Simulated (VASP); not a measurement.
# Si2Mo (Fddd) in VASP: further runs

Runs on Si2Mo. Level: PBEsol. Tasks: single point, relaxation of cell and atoms.

All numbers are computed with VASP 6.6.1; they aren't measurements. Logs are shortened: lines on timing, memory, paths and dates and some standing lists are left out, and cuts for length are marked.

**1. The cell of the first run**

The structure is orthorhombic, space group Fddd (No. 70). Conventional cell: a = 4.571 Å, b = 7.960 Å, c = 8.726 Å, α = 90.00°, β = 90.00°, γ = 90.00°. Si (site symmetry 2) has 9 Si at 2.54 to 3.17 Å and 5 Mo at 2.56 to 2.67 Å within 3.4 Å. Mo (site symmetry 222) has 10 Si at 2.56 to 2.67 Å and 4 Mo at 3.17 Å within 3.4 Å.

**2. Single point, PBEsol**

File INCAR:

```
PREC = Accurate
ENCUT = 520
EDIFF = 1E-6
ISMEAR = -1
SIGMA = 0.03
LREAL = False
LASPH = True
NELM = 60
ALGO = Normal
ISIF = 2
LWAVE = False
LCHARG = True
GGA = PS
LELF = True
LVHAR = True
NBANDS = 31
```

File KPOINTS:

```
regular mesh
0
Gamma
  6 6 6
```

File POSCAR:

```
Si2Mo
1.0
    0.0000000000      3.9798506782      4.3632314860
    2.2855190408      0.0000000000      4.3632314860
    2.2855190408      3.9798506782      0.0000000000
Si Mo
4 2
Direct
    0.0858787181      0.4141212819      0.0858787181
    0.4141212819      0.0858787181      0.4141212819
    0.1641212819      0.8358787181      0.1641212819
    0.8358787181      0.1641212819      0.8358787181
    0.7500000000      0.7500000000      0.7500000000
    0.5000000000      0.5000000000      0.5000000000
```

Potentials or basis: VASP PAW PBE potentials, release 64 (Si, Mo_sv).

Run with:

```
$ cat potpaw_PBE.64/Si/POTCAR potpaw_PBE.64/Mo_sv/POTCAR > POTCAR
$ mpirun -np 1 vasp_std > vasp.out
```

OUTCAR:

```text
PREC = Accurate
   ENCUT = 520
   EDIFF = 1E-6
   ISMEAR = -1
   LREAL = False
   LASPH = True
   NELM = 60
   ISIF = 2
   GGA = PS

 ion  position               nearest neighbor table
   1  0.086  0.414  0.086-   3 2.54   3 2.54   6 2.56   6 2.56   2 2.61   5 2.63   5 2.63   2 2.66
                             2 2.66   5 2.67
   2  0.414  0.086  0.414-   4 2.54   4 2.54   6 2.56   6 2.56   1 2.61   5 2.63   5 2.63   1 2.66
                             1 2.66   5 2.67
   3  0.164  0.836  0.164-   1 2.54   1 2.54   5 2.56   5 2.56   4 2.61   6 2.63   6 2.63   4 2.66
                             4 2.66   6 2.67
   4  0.836  0.164  0.836-   2 2.54   2 2.54   5 2.56   5 2.56   3 2.61   6 2.63   6 2.63   3 2.66
                             3 2.66   6 2.67
   5  0.750  0.750  0.750-   4 2.56   3 2.56   4 2.56   3 2.56   2 2.63   2 2.63   1 2.63   1 2.63
                             1 2.67   2 2.67   6 3.17   6 3.17   6 3.17   6 3.17
   6  0.500  0.500  0.500-   1 2.56   2 2.56   1 2.56   2 2.56   3 2.63   3 2.63   4 2.63   4 2.63
                             3 2.67   4 2.67   5 3.17   5 3.17   5 3.17   5 3.17

  LATTYP: Found a face centered orthorhombic cell.
 ALAT       =     4.5710380816
 B/A-ratio  =     1.7413334158
 C/A-ratio  =     1.9090768478

  Lattice vectors:

 A1 = (   0.0000000000,   3.9798506782,   4.3632314860)
 A2 = (   2.2855190408,   0.0000000000,   4.3632314860)
 A3 = (   2.2855190408,   3.9798506782,   0.0000000000)

Analysis of symmetry for initial positions (statically):
=====================================================================
 Subroutine PRICEL returns:
 Original cell was already a primitive cell.

 Routine SETGRP: Setting up the symmetry group for a
 face centered orthorhombic supercell.

 Subroutine GETGRP returns: Found  8 space group operations
 (whereof  4 operations were pure point group operations)
 out of a pool of  8 trial point group operations.

The static configuration has the point symmetry D_2 .
 The point group associated with its full space group is D_2h.

Analysis of symmetry for dynamics (positions and initial velocities):
=====================================================================
 Subroutine PRICEL returns:
 Original cell was already a primitive cell.

 Routine SETGRP: Setting up the symmetry group for a
 face centered orthorhombic supercell.

 Subroutine GETGRP returns: Found  8 space group operations
 (whereof  4 operations were pure point group operations)
 out of a pool of  8 trial point group operations.

The dynamic configuration has the point symmetry D_2 .
 The point group associated with its full space group is D_2h.

 Subroutine INISYM returns: Found  8 space group operations
 (whereof  4 operations are pure point group operations),
 and found     1 'primitive' translations

----------------------------------------------------------------------------------------

                                     Primitive cell

  volume of cell :      79.3761

  direct lattice vectors                    reciprocal lattice vectors
     0.000000000  3.979850678  4.363231486    -0.218768687  0.125632854  0.114593966
     2.285519041  0.000000000  4.363231486     0.218768687 -0.125632854  0.114593966
     2.285519041  3.979850678  0.000000000     0.218768687  0.125632854 -0.114593966

  length of vectors
     5.905675272  4.925584867  4.589423570     0.277083254  0.277083254  0.277083254

  position of ions in fractional coordinates (direct lattice)
     0.085878718  0.414121282  0.085878718
     0.414121282  0.085878718  0.414121282
     0.164121282  0.835878718  0.164121282
     0.835878718  0.164121282  0.835878718
     0.750000000  0.750000000  0.750000000
     0.500000000  0.500000000  0.500000000

  ion indices of the primitive-cell ions
   primitive index   ion index
                 1           1
                 2           2
                 3           3
                 4           4
                 5           5
                 6           6

----------------------------------------------------------------------------------------

 KPOINTS: regular mesh

Automatic generation of k-mesh.
 Grid dimensions read from file:
 generate k-points for:    6    6    6

 Generating k-lattice:

  Cartesian coordinates                     Fractional coordinates (reciprocal lattice)
    -0.036461448  0.020938809  0.019098994     0.166666667  0.000000000  0.000000000
     0.036461448 -0.020938809  0.019098994     0.000000000  0.166666667 -0.000000000
     0.036461448  0.020938809 -0.019098994    -0.000000000 -0.000000000  0.166666667

  Length of vectors
     0.046180542  0.046180542  0.046180542

  Shift w.r.t. Gamma in fractional coordinates (k-lattice)
     0.000000000  0.000000000  0.000000000

 Subroutine IBZKPT returns following result:
 ===========================================

 Found     46 irreducible k-points:

 Following reciprocal coordinates:
            Coordinates               Weight
  0.000000  0.000000  0.000000      1.000000
  0.166667  0.000000  0.000000      8.000000
  0.333333 -0.000000  0.000000      8.000000
  0.500000 -0.000000  0.000000      4.000000
  0.166667  0.166667  0.000000      2.000000
  0.333333  0.166667  0.000000      8.000000
[... 16 lines left out ...]
 -0.166667  0.166667  0.166667      8.000000
  0.500000  0.333333  0.166667      4.000000
 [... further k-points ...]
   k-points           NKPTS =     46   k-points in BZ     NKDIM =     46   number of bands    NBANDS=     31
   number of dos      NEDOS =    301   number of ions     NIONS =      6
   total plane-waves  NPLWV =  69120
   dimension x,y,z NGX =    48 NGY =   40 NGZ =   36
   dimension x,y,z NGXF=    96 NGYF=   80 NGZF=   72
   ions per type =               4   2
   NGX,Y,Z   is equivalent  to a cutoff of  13.51, 13.50, 13.04 a.u.
   NGXF,Y,Z  is equivalent  to a cutoff of  27.02, 27.00, 26.08 a.u.
 SYSTEM =  unknown system
   PREC   = accura    normal or accurate (medium, high low for compatibility)
   ISTART =      0    job   : 0-new  1-cont  2-samecut
   ICHARG =      2    charge: 1-file 2-atom 10-const
   ISPIN  =      1    spin polarized calculation?
   LNONCOLLINEAR =      F non collinear calculations
   LSORBIT =      F    spin-orbit coupling
   LASPH  =      T    aspherical Exc in radial PAW
   ENCUT  =  520.0 eV  38.22 Ry    6.18 a.u.  10.98  9.16  8.53*2*pi/ulx,y,z
   NELM   =     60;   NELMIN=  2; NELMDL= -5     # of ELM steps
   EDIFF  = 0.1E-05   stopping-criterion for ELM
   LREAL  =      F    real-space projection
   EDIFFG = 0.1E-04   stopping-criterion for IOM
   NSW    =      0    number of steps for IOM
   IBRION =     -1    ionic relax: 0-MD 1-quasi-New 2-CG
   NFREE  =      0    steps in history (QN), initial steepest desc. (CG)
   ISIF   =      2    stress and relaxation
   ISYM   =      2    0-nonsym 1-usesym 2-fastsym
   POTIM  = 0.5000    time-step for ionic-motion
   TEBEG  =    0.0;   TEEND  =   0.0 temperature during run
   PSTRESS=    0.0 pullay stress
   NELECT =      44.0000    total number of electrons
   NUPDOWN=      -1.0000    fix difference up-down
   EMIN   =  10.00;   EMAX   =-10.00  energy-range for DOS
   EFERMI =   0.00;   METHOD = LEGACY
   ISMEAR =    -1;   SIGMA  =   0.03  broadening in eV -4-tet -1-fermi 0-gaus
   EFERMI_NEDOS =   21; number of points for ismear=-14 and -15
   IALGO  =     38    algorithm
   IMIX   =      4    mixing-type and parameters
     AMIX     =   0.40;   BMIX     =  1.00
     AMIX_MAG =   1.60;   BMIX_MAG =  1.00
  volume/ion in A,a.u.               =      13.23        89.28
  Fermi-wavevector in a.u.,A,eV,Ry     =   1.344815  2.541331 24.606496  1.808526
  Thomas-Fermi vector in A             =   2.472778
   LORBIT       =      0    0 simple, 1 ext, 2 COOP (PROOUT), +10 PAW based schemes
   GGA     = PS    functional components
   LHFCALC =     F    Hartree Fock is set to
   AEXX    =    0.0000 exact exchange contribution
   IVDW    =     0    specifies the selected vdW correction
   LEPSILON=     F    determine dielectric tensor
   LRPA    =     F    only Hartree local field effects (RPA)
 non-spin polarized calculation
  energy-cutoff  :      520.00
  volume of cell :       79.38
 maximum number of plane-waves:      2184
 NGX is ok and might be reduce to    48
   NGX = 21   NGY = 19   NGZ = 17

 number of electron      44.0000000 magnetization

 Free energy of the ion-electron system (eV)
  ---------------------------------------------------
  ext. energy  EPLUGINS =         0.00000000
  ---------------------------------------------------
  free energy    TOTEN  =       -49.68438478 eV

  energy without entropy =      -49.68005962  energy(sigma->0) =      -49.68222220

 E-fermi :  12.5665     XC(G=0): -12.5723

 val. band max:       12.5340017368   @ k =   0.5000  -0.0000   0.0000
 cond. band min:      12.5891715379   @ k =   0.1667   0.0000   0.1667
 fundamental gap:      0.0551698011
 Fermi energy:        12.5664990886

 k-point     1 :       0.0000    0.0000    0.0000
  band No.  band energies     occupation
      1     -48.0600      2.00000
      2     -48.0177      2.00000
      3     -22.4268      2.00000
      4     -22.3080      2.00000
      5     -22.3003      2.00000
      6     -22.2865      2.00000
[... 23 lines left out ...]
     30      16.4957      0.00000
     31      16.6737      0.00000

 k-point     2 :       0.1667    0.0000    0.0000
  band No.  band energies     occupation
      1     -48.0578      2.00000
      2     -48.0197      2.00000
      3     -22.4223      2.00000
      4     -22.3165      2.00000
      5     -22.3117      2.00000
      6     -22.2758      2.00000
[... 23 lines left out ...]
     30      17.0896      0.00000
     31      17.6608      0.00000

 k-point     3 :       0.3333   -0.0000    0.0000
  band No.  band energies     occupation
      1     -48.0525      2.00000
      2     -48.0248      2.00000
      3     -22.4130      2.00000
      4     -22.3427      2.00000
      5     -22.3200      2.00000
      6     -22.2573      2.00000
[... 703 lines left out ...]
     30      17.8356      0.00000
     31      18.3077      0.00000

 k-point    24 :       0.5000    0.3333    0.1667
  band No.  band energies     occupation
      1     -48.0479      2.00000
      2     -48.0296      2.00000
      3     -22.3916      2.00000
      4     -22.3431      2.00000
      5     -22.3232      2.00000
      6     -22.2650      2.00000
[... 23 lines left out ...]
     30      17.2614      0.00000
     31      18.1271      0.00000

 [... further k-points ...]

------------------------ aborting loop because EDIFF is reached ----------------------------------------

  FORCE on cell =-STRESS in cart. coord.  units (eV):
  Direction    XX          YY          ZZ          XY          YZ          ZX
  --------------------------------------------------------------------------------------
  -------------------------------------------------------------------------------------
  Total        0.1973054      0.1747007      0.2157867      0.0000000      0.0000000      0.0000000
  in kB        3.9825363      3.5262691      4.3555746      0.0000000      0.0000000      0.0000000
  external PRESSURE =       3.9547933 kB  Pullay stress =       0.0000000 kB

 VOLUME and BASIS-vectors are now :
 -----------------------------------------------------------------------------
  energy-cutoff  :      520.00
  volume of cell :       79.38
      direct lattice vectors                 reciprocal lattice vectors
     0.000000000  3.979850678  4.363231486    -0.218768687  0.125632854  0.114593966
     2.285519041  0.000000000  4.363231486     0.218768687 -0.125632854  0.114593966
     2.285519041  3.979850678  0.000000000     0.218768687  0.125632854 -0.114593966

 POSITION                                       TOTAL-FORCE (eV/Angst)
 -----------------------------------------------------------------------------------
      1.14276      0.68357      2.18162         0.000000      0.002408     -0.000000
      1.14276      3.29628      2.18162         0.000000     -0.002408     -0.000000
      2.28552      1.30636      4.36323         0.000000     -0.002408      0.000000
      2.28552      6.65334      4.36323         0.000000      0.002408      0.000000
      3.42828      5.96978      6.54485        -0.000000      0.000000     -0.000000
      2.28552      3.97985      4.36323         0.000000      0.000000      0.000000
 -----------------------------------------------------------------------------------
    total drift:                               -0.000000     -0.000000     -0.000000

  FREE ENERGIE OF THE ION-ELECTRON SYSTEM (eV)
  ---------------------------------------------------
  free  energy   TOTEN  =       -49.6843847828 eV

  energy  without entropy=      -49.6800596195  energy(sigma->0) =      -49.68222220
```

It used 97 s of CPU time on 1 thread of Intel(R) Xeon(R) Platinum 8488C (Sapphire Rapids) (shared host).

Results:

* Free energy: -49.6844 eV
* Pressure: 0.4 GPa
* Band gap on the k mesh: zero (band 22 reaches 12.87 eV, above the bottom of band 23 at 12.50 eV)

Forces on the atoms (eV/Å):
```
Si   0.000  0.002  0.000
Si   0.000 -0.002  0.000
Si   0.000 -0.002  0.000
Si   0.000  0.002  0.000
Mo   0.000  0.000  0.000
Mo   0.000  0.000  0.000
```

Caveat: the PAW data sets were made with another functional, which shifts forces and pressure a little.

**3. Relaxation of cell and atoms, PBEsol**

This run uses another cell than the first one, of 13.31 Å³/atom, 1.006 times its volume.

File INCAR:

```
PREC = Accurate ; ENCUT = 600
EDIFF = 1E-6 ; ISMEAR = -1
SIGMA = 0.03 ; LREAL = False
LASPH = True ; NELM = 80
ALGO = Normal ; ISIF = 3
LWAVE = False ; LCHARG = False
GGA = PS ; IBRION = 2
NSW = 100 ; EDIFFG = -0.01
```

File KPOINTS:

```
Automatic mesh
0
Gamma
  6 6 6
```

File POSCAR:

```
Si2Mo
1.0
    0.0000000000      3.9480790900      4.3455625300
    2.3278532400      0.0000000000      4.3455625300
    2.3278532400      3.9480790900      0.0000000000
Si Mo
4 2
Direct
    0.0790610300      0.4209389700      0.0790610300
    0.4209389700      0.0790610300      0.4209389700
    0.1709389700      0.8290610300      0.1709389700
    0.8290610300      0.1709389700      0.8290610300
    0.7500000000      0.7500000000      0.7500000000
    0.5000000000      0.5000000000      0.5000000000
```

Potentials or basis: VASP PAW PBE potentials, release 64 (Si, Mo_sv).

Run with:

```
$ cat potpaw_PBE.64/Si/POTCAR potpaw_PBE.64/Mo_sv/POTCAR > POTCAR
$ mpirun -np 1 vasp_std > vasp.out
```

Wall time 13 min (1 thread of Intel Xeon Platinum 8488C (Sapphire Rapids), shared host); peak memory 0.31 GiB.

It converged, with:

| Item | Value |
| --- | --- |
| Free energy | -49.6848 eV |
| Relaxed volume | 13.25 Å³/atom |
| Relaxed cell | a = 5.909 Å, b = 4.927 Å, c = 4.592 Å, α = 76.64°, β = 54.23°, γ = 49.13° |
| Space group after relaxing (to 0.05 Å) | Fddd (No. 70) |
| Energy gained by relaxing | 15.7 meV/atom |
| Ionic steps | 10 |
| Pressure after relaxing | 0.1 GPa |
| Largest force after relaxing | 0.004 eV/Å |
| Band gap on the k mesh | zero (band 22 reaches 12.85 eV, above the bottom of band 23 at 12.48 eV) |

Forces on the atoms (eV/Å):
```
Si   0.000  0.004  0.000
Si   0.000 -0.004  0.000
Si   0.000 -0.004  0.000
Si   0.000  0.004  0.000
Mo   0.000  0.000  0.000
Mo   0.000  0.000  0.000
```

Stress tensor (GPa, compression positive):
```
 0.11  0.00  0.00
 0.00 -0.01  0.00
 0.00  0.00  0.09
```

Step by step:
| step | energy change (eV) | largest force (eV/Å) | pressure (GPa) | volume (Å³) |
| --- | --- | --- | --- | --- |
| 1 | 0.0000 | 0.5703 | -0.83 | 79.88 |
| 2 | -0.0734 | 0.3005 | 1.32 | 79.05 |
| 3 | -0.0734 | 0.3066 | 1.27 | 79.07 |
| 4 | -0.0898 | 0.0525 | -1.56 | 80.06 |
| 5 | -0.0901 | 0.0818 | -1.25 | 79.95 |
| 6 | -0.0921 | 0.0559 | 0.96 | 79.12 |
| 7 | -0.0939 | 0.0016 | 0.05 | 79.46 |
| 8 | -0.0942 | 0.0031 | 0.01 | 79.48 |
| 9 | -0.0943 | 0.0049 | -0.03 | 79.51 |
| 10 | -0.0943 | 0.0038 | 0.06 | 79.48 |

Final structure:
```cif
data_structure
_symmetry_space_group_name_H-M 'P 1'
_symmetry_Int_Tables_number 1
_cell_length_a 5.9086
_cell_length_b 4.9271
_cell_length_c 4.5923
_cell_angle_alpha 76.644
_cell_angle_beta 54.226
_cell_angle_gamma 49.131
_cell_volume 79.48
loop_
_atom_site_label
_atom_site_type_symbol
_atom_site_fract_x
_atom_site_fract_y
_atom_site_fract_z
_atom_site_occupancy
Si1 Si 0.08588 0.41412 0.08588 1
Si2 Si 0.41412 0.08588 0.41412 1
Si3 Si 0.16412 0.83588 0.16412 1
Si4 Si 0.83588 0.16412 0.83588 1
Mo1 Mo 0.75000 0.75000 0.75000 1
Mo2 Mo 0.50000 0.50000 0.50000 1
```

Levels at points of the mesh, in eV from the Fermi level:
```csv
k point,band 18,band 19,band 20,band 21,band 22,band 23,band 24,band 25,band 26
"(0.00, 0.00, 0.00)",-3.25,-2.40,-2.25,-2.11,0.31,2.27,2.55,2.95,3.04
"(0.50, 0.00, 0.00)",-2.99,-2.16,-1.82,-0.53,-0.03,0.32,1.11,1.76,1.96
"(0.50, 0.50, 0.00)",-3.25,-2.08,-2.08,-1.46,-1.46,2.62,2.62,2.86,2.86
"(0.50, 0.00, 0.50)",-3.54,-2.87,-2.87,-0.46,-0.46,2.34,2.34,2.68,2.68
"(0.00, 0.50, 0.50)",-2.98,-2.50,-2.50,-1.13,-1.13,1.13,1.13,2.48,2.48
```

Caveat: the PAW data sets were made with another functional, which shifts forces and pressure a little.
